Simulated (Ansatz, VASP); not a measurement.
MnO: VASP beside Ansatz

```
CELL_PARAMETERS angstrom
0.00000 2.25317 2.25317
2.25317 0.00000 2.25317
2.25317 2.25317 0.00000
ATOMIC_POSITIONS crystal
Mn 0.00000 0.00000 0.00000
O 0.50000 0.50000 0.50000
```

Alike in both runs: task single point; functional LDA; k mesh 10 × 10 × 10; occupations fermi-dirac, width 0.05 eV; collinear spin.

|  | VASP | Ansatz |
| --- | --- | --- |
| version | VASP 6.6.1 | Ansatz 0.2.0 |
| potentials or method | VASP PAW LDA potentials, release 64 (Mn_pv, O) | Ansatz PAW |
| plane-wave cutoff (eV) | 520 | 420 |
| valence electrons in the cell | 19 | 21 |

```csv
,VASP,Ansatz,Ansatz less VASP
gap on the k mesh at the Fermi level (eV),none,none,-
pressure (GPa),-19.9,-18.5,+1.42
net moment per atom (μB),2.33,2.37,+0.044
size of the moment on the site where the two differ most (μB),4.22,4.03,-0.186
```

LDA's correlation is that of Perdew and Zunger in VASP and of Perdew and Wang (1992) in Ansatz. Site moments also hang on the region over which each program counts them. A gap of «none» marks a metal or a gap that the smearing closes. VASP's potentials hold 19 valence electrons a cell and Ansatz's 21, so a difference there can come from the potentials and not from the codes.
